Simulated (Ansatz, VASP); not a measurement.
# C in VASP and in Ansatz

```xyz
4
Lattice="1.3237 -2.1160 0.0000 1.3237 2.1160 0.0000 0.0000 0.0000 8.6254" Properties=species:S:1:pos:R:3 pbc="T T T"
C     1.3237    1.7634    6.4717
C     1.3237   -0.3527    2.1537
C     1.3237   -1.7634    2.1537
C     1.3237    0.3527    6.4717
```

Change from the starting cell: volume 12.080 Å^3 an atom, stretch along a over the lengths across it, relative to the relaxed cell 1.0835.

Alike in both runs: task single point; functional PBE; k mesh 21 × 21 × 6; occupations gaussian, width 0.15 eV; no spin polarisation.

|  | VASP | Ansatz |
| --- | --- | --- |
| version | VASP 6.6.1 | Ansatz 0.2.0 |
| potentials or method | VASP PAW PBE potentials, release 64 (C), cutoff 520 eV | scalar-relativistic, plane waves, PAW |
| valence electrons in the cell | 16 | 16 |

```csv
,VASP,Ansatz,Ansatz less VASP
gap on the k mesh at the Fermi level (eV),0.70,0.70,-0.001
least direct gap on the mesh (eV),0.74,0.74,0.000
pressure (GPa),-15.8,-16.0,-0.28
"traceless stress, the component that is largest in VASP (GPa)",-31.71,-31.79,-0.085
rms of the force components (eV/Å),0.292,0.281,-0.0109
```

Atom by atom the forces differ by 0.011 eV/Å (rms over components). With one functional, cell and mesh, what is left measures potentials, basis and numerics.
